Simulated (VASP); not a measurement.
# Ir (P6_3/mmc) in VASP: notebook, part 2 of 2

VASP 6.6.1.

## (4) Relaxation of cell and atoms, LDA, target pressure 68 GPa, at which the enthalpy is minimised

This run uses another cell than the first one, of 12.24 Å³/atom.

Input file INCAR:

```
SYSTEM = Ir
PREC = Accurate
ENCUT = 600
EDIFF = 1E-6
ISMEAR = -1
SIGMA = 0.08
LREAL = .FALSE.
LASPH = .TRUE.
NELM = 60
ALGO = Normal
ISIF = 3
LWAVE = .FALSE.
LCHARG = .FALSE.
GGA = CA
IBRION = 2
NSW = 60
EDIFFG = -0.005
PSTRESS = 680.0
```

Input file KPOINTS:

```
Automatic mesh
0
G
  17 17 9
  0 0 0
```

Input file POSCAR:

```
Ir
1.0
    2.5934459907      0.0000000000      0.0000000000
   -1.2967229953      2.2459901112      0.0000000000
    0.0000000000      0.0000000000      4.2013825049
Ir
2
Direct
    0.3333333333      0.6666666667      0.2500000000
    0.6666666667      0.3333333333      0.7500000000
```

Potentials or basis: VASP PAW LDA potentials, release 64 (Ir).

Command:

```sh
$ cat potpaw_LDA.64/Ir/POTCAR > POTCAR
$ mpirun -np 1 vasp_std > vasp.out
```

OUTCAR:

```text
SYSTEM = Ir
   PREC = Accurate
   ENCUT = 600
   EDIFF = 1E-6
   ISMEAR = -1
   LREAL = .FALSE.
   LASPH = .TRUE.
   NELM = 60
   ISIF = 3
   GGA = CA
   IBRION = 2
   NSW = 60
   EDIFFG = -0.005
   PSTRESS = 680.0

 ion  position               nearest neighbor table
   1  0.333  0.667  0.250-   2 2.58   2 2.58   2 2.58   2 2.58   2 2.58   2 2.58
   2  0.667  0.333  0.750-   1 2.58   1 2.58   1 2.58   1 2.58   1 2.58   1 2.58

  LATTYP: Found a hexagonal cell.
 ALAT       =     2.5934459907
 C/A-ratio  =     1.6200000000

  Lattice vectors:

 A1 = (   2.5934459907,   0.0000000000,   0.0000000000)
 A2 = (  -1.2967229953,   2.2459901112,   0.0000000000)
 A3 = (   0.0000000000,   0.0000000000,   4.2013825049)

Analysis of symmetry for initial positions (statically):
=====================================================================
 Subroutine PRICEL returns:
 Original cell was already a primitive cell.

 Routine SETGRP: Setting up the symmetry group for a
 hexagonal supercell.

 Subroutine GETGRP returns: Found 24 space group operations
 (whereof 12 operations were pure point group operations)
 out of a pool of 24 trial point group operations.

The static configuration has the point symmetry D_3d.
 The point group associated with its full space group is D_6h.

Analysis of symmetry for dynamics (positions and initial velocities):
=====================================================================
 Subroutine PRICEL returns:
 Original cell was already a primitive cell.

 Routine SETGRP: Setting up the symmetry group for a
 hexagonal supercell.

 Subroutine GETGRP returns: Found 24 space group operations
 (whereof 12 operations were pure point group operations)
 out of a pool of 24 trial point group operations.

The dynamic configuration has the point symmetry D_3d.
 The point group associated with its full space group is D_6h.

 Subroutine INISYM returns: Found 24 space group operations
 (whereof 12 operations are pure point group operations),
 and found     1 'primitive' translations

----------------------------------------------------------------------------------------

                                     Primitive cell

  volume of cell :      24.4724

  direct lattice vectors                    reciprocal lattice vectors
     2.593445991  0.000000000  0.000000000     0.385587363  0.222618968  0.000000000
    -1.296722995  2.245990111  0.000000000     0.000000000  0.445237935  0.000000000
     0.000000000  0.000000000  4.201382505     0.000000000  0.000000000  0.238016891

  length of vectors
     2.593445991  2.593445991  4.201382505     0.445237935  0.445237935  0.238016891

  position of ions in fractional coordinates (direct lattice)
     0.333333333  0.666666667  0.250000000
     0.666666667  0.333333333  0.750000000

  ion indices of the primitive-cell ions
   primitive index   ion index
                 1           1
                 2           2

----------------------------------------------------------------------------------------

 KPOINTS: Automatic mesh

Automatic generation of k-mesh.
 Grid dimensions read from file:
 generate k-points for:   17   17    9

 Generating k-lattice:

  Cartesian coordinates                     Fractional coordinates (reciprocal lattice)
[... 51 lines left out ...]
   PREC   = accura    normal or accurate (medium, high low for compatibility)
   ISTART =      0    job   : 0-new  1-cont  2-samecut
   ICHARG =      2    charge: 1-file 2-atom 10-const
   ISPIN  =      1    spin polarized calculation?
   LNONCOLLINEAR =      F non collinear calculations
   LSORBIT =      F    spin-orbit coupling
   LASPH  =      T    aspherical Exc in radial PAW
   ENCUT  =  600.0 eV  44.10 Ry    6.64 a.u.   5.18  5.18  8.39*2*pi/ulx,y,z
   NELM   =     60;   NELMIN=  2; NELMDL= -5     # of ELM steps
   EDIFF  = 0.1E-05   stopping-criterion for ELM
   LREAL  =      F    real-space projection
   EDIFFG = -.5E-02   stopping-criterion for IOM
   NSW    =     60    number of steps for IOM
   IBRION =      2    ionic relax: 0-MD 1-quasi-New 2-CG
   NFREE  =      1    steps in history (QN), initial steepest desc. (CG)
   ISIF   =      3    stress and relaxation
   ISYM   =      2    0-nonsym 1-usesym 2-fastsym
   POTIM  = 0.5000    time-step for ionic-motion
   TEBEG  =    0.0;   TEEND  =   0.0 temperature during run
   PSTRESS=  680.0 pullay stress
   NELECT =      18.0000    total number of electrons
   NUPDOWN=      -1.0000    fix difference up-down
   EMIN   =  10.00;   EMAX   =-10.00  energy-range for DOS
   EFERMI =   0.00;   METHOD = LEGACY
   ISMEAR =    -1;   SIGMA  =   0.08  broadening in eV -4-tet -1-fermi 0-gaus
   EFERMI_NEDOS =   21; number of points for ismear=-14 and -15
   IALGO  =     38    algorithm
   IMIX   =      4    mixing-type and parameters
     AMIX     =   0.40;   BMIX     =  1.00
     AMIX_MAG =   1.60;   BMIX_MAG =  1.00
  volume/ion in A,a.u.               =      12.24        82.57
  Fermi-wavevector in a.u.,A,eV,Ry     =   1.477769  2.792579 29.712423  2.183801
  Thomas-Fermi vector in A             =   2.592132
   LORBIT       =      0    0 simple, 1 ext, 2 COOP (PROOUT), +10 PAW based schemes
   GGA     = CA    functional components
   LHFCALC =     F    Hartree Fock is set to
   AEXX    =    0.0000 exact exchange contribution
   IVDW    =     0    specifies the selected vdW correction
   LEPSILON=     F    determine dielectric tensor
   LRPA    =     F    only Hartree local field effects (RPA)
 conjugate gradient relaxation of ions
 non-spin polarized calculation
  energy-cutoff  :      600.00
  volume of cell :       24.47
 maximum number of plane-waves:       833
 NGX is ok and might be reduce to    24
   NGX = 11   NGY = 11   NGZ = 17

--------------------------------------- Ionic step        1  -------------------------------------------

 number of electron      18.0000001 magnetization

 Free energy of the ion-electron system (eV)
  ---------------------------------------------------
  ext. energy  EPLUGINS =         0.00000000
  ---------------------------------------------------
  free energy    TOTEN  =       -19.79729795 eV

  energy without entropy =      -19.76152107  energy(sigma->0) =      -19.77940951

------------------------ aborting loop because EDIFF is reached ----------------------------------------

  FORCE on cell =-STRESS in cart. coord.  units (eV):
  Direction    XX          YY          ZZ          XY          YZ          ZX
  --------------------------------------------------------------------------------------
  -------------------------------------------------------------------------------------
  Total       11.3986261     11.3986261     11.6697437      0.0000000     -0.0000000      0.0000000
  in kB      746.2525360    746.2525360    764.0022362      0.0000000     -0.0000000      0.0000000
  external PRESSURE =      72.1691027 kB  Pullay stress =     680.0000000 kB
[... 177 lines left out ...]
--------------------------------------- Ionic step        6  -------------------------------------------

 number of electron      18.0000000 magnetization

 Free energy of the ion-electron system (eV)
  ---------------------------------------------------
  ext. energy  EPLUGINS =         0.00000000
  ---------------------------------------------------
  free energy    TOTEN  =       -19.90571790 eV

  energy without entropy =      -19.86915276  energy(sigma->0) =      -19.88743533

 E-fermi :  13.0086     XC(G=0): -14.9300

 val. band max:       13.0033967143   @ k =   0.2353   0.0588   0.4444
 cond. band min:      13.0278865736   @ k =   0.0588   0.0588   0.4444
 fundamental gap:      0.0244898594
 Fermi energy:        13.0086342723

 k-point     1 :       0.0000    0.0000    0.0000
  band No.  band energies     occupation
      1       0.2479      2.00000
      2       3.2168      2.00000
      3       8.0964      2.00000
      4       8.2238      2.00000
      5       8.2238      2.00000
      6       9.0537      2.00000
      7       9.0537      2.00000
      8      10.0682      2.00000
      9      10.0682      2.00000
     10      11.8960      2.00000
     11      13.3474      0.02856
     12      13.3474      0.02856
     13      21.4655      0.00000
[... 354 lines left out ...]
  band No.  band energies     occupation
      1       3.6551      2.00000
      2       5.4767      2.00000
      3       5.9866      2.00000
      4       5.9959      2.00000
      5       7.8736      2.00000
      6       8.2476      2.00000
      7       9.5590      2.00000
      8      10.2966      2.00000
      9      11.9837      1.99999
     10      12.9989      1.06097
     11      13.8103      0.00009
     12      20.9529      0.00000
     13      21.7528      0.00000

 [... further k-points ...]

------------------------ aborting loop because EDIFF is reached ----------------------------------------

  FORCE on cell =-STRESS in cart. coord.  units (eV):
  Direction    XX          YY          ZZ          XY          YZ          ZX
  --------------------------------------------------------------------------------------
  -------------------------------------------------------------------------------------
  Total       10.4913089     10.4913089     10.4852796      0.0000000      0.0000000     -0.0000000
  in kB      680.1213697    680.1213696    679.7305106      0.0000000      0.0000000     -0.0000000
  external PRESSURE =      -0.0089167 kB  Pullay stress =     680.0000000 kB
[... 21 lines left out ...]
  energy  without entropy=      -19.8691527592  energy(sigma->0) =      -19.88743533

  enthalpy is  TOTEN    =        -9.4162812432 eV   P V=       10.4894366552

 reached required accuracy - stopping structural energy minimisation
```

CONTCAR:

```text
Ir
   1.00000000000000
     2.5997882053585633    0.0000000000085681   -0.0000000000000000
    -1.2998941026217392    2.2514826301796220    0.0000000000000000
    -0.0000000000000000   -0.0000000000000000    4.2222822777340347
  Ir
     2
Direct
     0.3333333332999970    0.6666666667000030    0.2500000000000000
     0.6666666667000030    0.3333333332999970    0.7500000000000000

  0.00000000E+00  0.00000000E+00  0.00000000E+00
  0.00000000E+00  0.00000000E+00  0.00000000E+00
```

Run time: 87 s. Hardware: 1 thread of Intel Xeon Platinum 8488C (Sapphire Rapids), shared host; peak memory 0.2 GiB.

What came out:

```
Free energy                                                : -19.9057 eV
Relaxed volume                                             : 12.36 Å³/atom
Relaxed cell                                               : a = 2.600 Å, b = 2.600 Å, c = 4.222 Å, α = 90.00°, β = 90.00°, γ = 120.00°
Space group after relaxing (to 0.1 Å)                      : P6_3/mmc (No. 194)
Energy change on relaxing (the run minimises the enthalpy) : -54.2 meV/atom
Ionic steps                                                : 6
Pressure after relaxing                                    : 68.0 GPa
Band gap on the k mesh                                     : zero (bands 9 and 10 overlap by 4.10 eV)
```

The path:
```csv
step,energy change (eV),largest force (eV/Å),pressure (GPa),volume (Å³)
1,0.0000,0.0000,75.22,24.47
2,-0.6078,0.0000,25.58,26.48
3,-0.1135,0.0000,67.66,24.73
4,-0.1095,0.0000,67.93,24.72
5,-0.1072,0.0000,68.06,24.71
6,-0.1084,0.0000,68.00,24.71
```

Final structure:
```xyz
2
Lattice="2.5998 0.0000 0.0000 -1.2999 2.2515 0.0000 0.0000 0.0000 4.2223" Properties=species:S:1:pos:R:3 pbc="T T T"
Ir    0.0000    1.5010    1.0556
Ir    1.2999    0.7505    3.1667
```

Caveat: the cell is relaxed towards a set pressure, so the run minimises the enthalpy, not the energy; spin-orbit coupling is left out, which moves the levels of the heavy elements.

## (5) Relaxation of cell and atoms, LDA, target pressure 68 GPa, at which the enthalpy is minimised

Input file INCAR:

```
ALGO = Normal
EDIFF = 1E-6
EDIFFG = -0.005
ENCUT = 600
IBRION = 2
ISIF = 3
ISMEAR = -1
LASPH = T
LCHARG = F
LREAL = F
LWAVE = F
NELM = 80
NSW = 32
PREC = Accurate
PSTRESS = 680.0
SIGMA = 0.08
```

Input file KPOINTS:

```
k-points
0
Gamma
  17 17 9
```

Input file POSCAR:

```
Ir
1.0
    2.5941273379      0.0000000000      0.0000000000
   -1.2970636689      2.2465801753      0.0000000000
    0.0000000000      0.0000000000      4.2129882123
Ir
2
Direct
    0.3333333333      0.6666666667      0.2500000000
    0.6666666667      0.3333333333      0.7500000000
```

Command:

```sh
$ cat potpaw_LDA.64/Ir/POTCAR > POTCAR
$ mpirun -np 1 vasp_std > vasp.out
```

Run time: 72 s. Hardware: 1 thread of Intel Xeon Platinum 8488C (Sapphire Rapids), shared host; peak memory 0.19 GiB.

Results (log left out):

* Free energy: -19.9058 eV
* Relaxed volume: 12.36 Å³/atom
* Relaxed cell: a = 2.600 Å, b = 2.600 Å, c = 4.222 Å, α = 90.00°, β = 90.00°, γ = 120.00°
* Space group after relaxing (to 0.1 Å): P6_3/mmc (No. 194)
* Energy change on relaxing (the run minimises the enthalpy): -35.6 meV/atom
* Ionic steps: 4
* Pressure after relaxing: 68.0 GPa
* Band gap on the k mesh: zero (bands 9 and 10 overlap by 4.10 eV)

Step by step:
```csv
step,energy change (eV),largest force (eV/Å),pressure (GPa),volume (Å³)
1,0.0000,0.0000,72.77,24.55
2,-0.4512,0.0000,38.34,25.87
3,-0.0729,0.0000,67.88,24.72
4,-0.0711,0.0000,68.01,24.71
```

Final structure:
```
Ir
1.0
     2.59978    0.00000    0.00000
    -1.29989    2.25148    0.00000
     0.00000    0.00000    4.22234
Ir
2
Direct
  0.33333 0.66667 0.25000
  0.66667 0.33333 0.75000
```

Levels at points of the mesh, in eV from the Fermi level:
| k point | band 6 | band 7 | band 8 | band 9 | band 10 | band 11 | band 12 | band 13 |
| --- | --- | --- | --- | --- | --- | --- | --- | --- |
| (0.00, 0.00, 0.00) | -3.95 | -3.95 | -2.94 | -2.94 | -1.11 | 0.34 | 0.34 | 8.46 |

Caveat: the cell is relaxed towards a set pressure, so the run minimises the enthalpy, not the energy; spin-orbit coupling is left out, which moves the levels of the heavy elements.

## (6) Summary

| task | cell | cutoff (eV) | gap on the mesh (eV) | pressure (GPa) |
| --- | --- | --- | --- | --- |
| single point | a = 2.594, b = 2.594, c = 4.213 Å, angles 90.0, 90.0, 120.0°, 2 atoms | 520 | none | 72.8 |
| relaxation of cell and atoms | relaxed to 68 GPa from a = 2.593, b = 2.593, c = 4.201 Å, angles 90.0, 90.0, 120.0°, 2 atoms | 600 | none | 68.0 |
| relaxation of cell and atoms | relaxed to 68 GPa from a = 2.594, b = 2.594, c = 4.213 Å, angles 90.0, 90.0, 120.0°, 2 atoms | 600 | none | 68.0 |

Alike in all rows: level LDA; potentials or basis VASP PAW LDA potentials, release 64 (Ir); no spin polarisation; k mesh 17 × 17 × 9; smearing fermi-dirac 0.08 eV.

Caveats: spin-orbit coupling is left out, which moves the levels of the heavy elements; the cell is relaxed towards a set pressure, so the run minimises the enthalpy, not the energy (at least some runs); the cell stands under pressure (at least some runs).

Total energies depend on the potentials used, so only differences within one code and one set of settings carry meaning.
